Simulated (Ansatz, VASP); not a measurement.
## One calculation of P, two programs

```
P
1.0
     7.53407    0.00000    0.00000
     0.00000    7.53407    0.00000
     0.00000    0.00000    7.53407
P
8
Direct
  0.07303 0.07303 0.07303
  0.42697 0.92697 0.57303
  0.57303 0.42697 0.92697
  0.92697 0.57303 0.42697
  0.92697 0.92697 0.92697
  0.57303 0.07303 0.42697
  0.42697 0.57303 0.07303
  0.07303 0.42697 0.57303
```

Alike in both runs: functional PBE; k mesh 4 × 4 × 4; occupations gaussian, width 0.02 eV; no spin polarisation.

Ansatz relaxed the structure, and its values are those at the end. VASP's run is a single point on that final structure, the one shown.

|  | VASP | Ansatz |
| --- | --- | --- |
| version | VASP 6.6.1 | Ansatz 0.2.0 |
| potentials or method | VASP PAW PBE potentials, release 64 (P), cutoff 520 eV | scalar-relativistic, plane waves, PAW |
| valence electrons in the cell | 40 | 40 |

```csv
,VASP,Ansatz,Ansatz less VASP
gap on the k mesh at the Fermi level (eV),2.79,2.81,+0.011
least direct gap on the mesh (eV),2.86,2.88,+0.020
pressure (GPa),-0.1,0.0,+0.10
rms of the force components (eV/Å),0.055,0.001,-0.0542
```
